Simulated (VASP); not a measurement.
**TlV: single point with PBE**

Crystal: TlV.

```xyz
4
Lattice="4.1878 0.0000 0.0000 0.0000 4.1878 0.0000 0.0000 0.0000 4.2163" Properties=species:S:1:pos:R:3 pbc="T T T"
V     0.0000    0.0000    0.0000
V     2.0939    2.0939    0.0000
Tl    0.0000    2.0939    2.1080
Tl    2.0939    0.0000    2.1083
```

```
Program                : VASP 6.6.1
Task                   : single point
Functional             : PBE
Potentials or basis    : VASP PAW PBE potentials, release 64 (V_sv, Tl_d)
Cutoff                 : 520 eV
k mesh                 : 4 × 4 × 4
Occupations            : gaussian, width 0.1 eV
Spin                   : no spin polarisation
Dipole correction      : no
Further INCAR settings : ALGO = Normal; EDIFF = 1e-06; NBANDS = 34
```

* Pressure: 0.0 GPa
* Band gap on the k mesh: zero (band 26 reaches 9.86 eV, above the bottom of band 27 at 9.44 eV)

Stress tensor (GPa, compression positive):
```
 0.05  0.00  0.00
 0.00  0.05  0.00
 0.00  0.00 -0.11
```

Levels at points of the mesh, in eV from the Fermi level:
| k point | band 23 | band 24 | band 25 | band 26 | band 27 | band 28 | band 29 | band 30 |
| --- | --- | --- | --- | --- | --- | --- | --- | --- |
| (0.00, 0.00, 0.00) | -1.14 | -1.14 | -0.98 | -0.13 | -0.13 | 0.11 | 0.87 | 0.87 |
| (0.50, 0.00, 0.00) | -0.91 | -0.91 | -0.67 | -0.67 | 0.30 | 0.30 | 0.30 | 0.30 |
| (0.50, 0.50, 0.00) | -2.06 | -2.06 | -1.11 | -1.11 | 0.37 | 0.37 | 0.83 | 0.83 |
| (0.00, 0.00, 0.50) | -2.61 | -1.38 | -1.36 | -0.43 | 0.39 | 0.39 | 0.48 | 1.43 |
| (0.50, 0.00, 0.50) | -0.81 | -0.81 | -0.23 | -0.23 | 0.22 | 0.22 | 0.71 | 0.71 |
| (0.50, 0.50, 0.50) | -1.96 | -1.96 | -1.26 | -1.26 | 0.59 | 0.59 | 0.61 | 0.61 |

It took 20 s on 1 thread of Intel(R) Xeon(R) 6975P-C (Granite Rapids), with other jobs on the host, peak memory 0.19 GiB.

Caveat: the k points lie up to 0.38 Å⁻¹ apart; spin-orbit coupling is left out, which moves the levels of the heavy elements.
